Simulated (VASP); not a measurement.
Input of a VASP 6.6.1 run:

File INCAR:

```
SYSTEM = C
PREC     = Accurate       ! precision mode
ENCUT    = 520            ! plane-wave cutoff, eV
EDIFF    = 1E-6           ! SCF threshold, eV
ISMEAR   = -1             ! smearing method
SIGMA    = 0.05           ! smearing width, eV
LREAL    = .FALSE.        ! projectors in reciprocal space
LASPH    = .TRUE.         ! aspherical terms in the spheres
NELM     = 100            ! most SCF steps
ALGO     = Normal         ! electronic algorithm
ISIF     = 2              ! what is computed and relaxed
LWAVE    = .FALSE.        ! write WAVECAR
LCHARG   = .TRUE.         ! write CHGCAR
GGA      = CA             ! functional
LELF     = .TRUE.         ! ELF
LVHAR    = .TRUE.       
NBANDS   = 16             ! bands
```

The input KPOINTS:

```
regular mesh
0
G
  12 12 12
  0 0 0
```

File POSCAR:

```
C
1.0
    1.2573743967      0.7259454464      8.4450605611
   -1.2573743967      0.7259454464      8.4450605611
    0.0000000000     -1.4518908928      8.4450605611
C
4
Direct
    0.0871730800      0.0871730800      0.0871730800
    0.7538500600      0.7538500600      0.7538500600
    0.2461499400      0.2461499400      0.2461499400
    0.9128269200      0.9128269200      0.9128269200
```

Potentials or basis: VASP PAW LDA potentials, release 64 (C).

Run with:

```sh
$ cat potpaw_LDA.64/C/POTCAR > POTCAR
$ mpirun -np 1 vasp_std > vasp.out
```

**Question.** What does it give for the pressure?

**Answer.** -16.8 GPa.

**Question.** What does it give for the largest force?

**Answer.** 0.010 eV/Å.

Forces on the atoms (eV/Å):
```
C    0.000  0.000  0.010
C    0.000  0.000  0.002
C    0.000  0.000 -0.002
C    0.000  0.000 -0.010
```

Caveat: the stress differs along the axes, from -25 to -1 GPa.
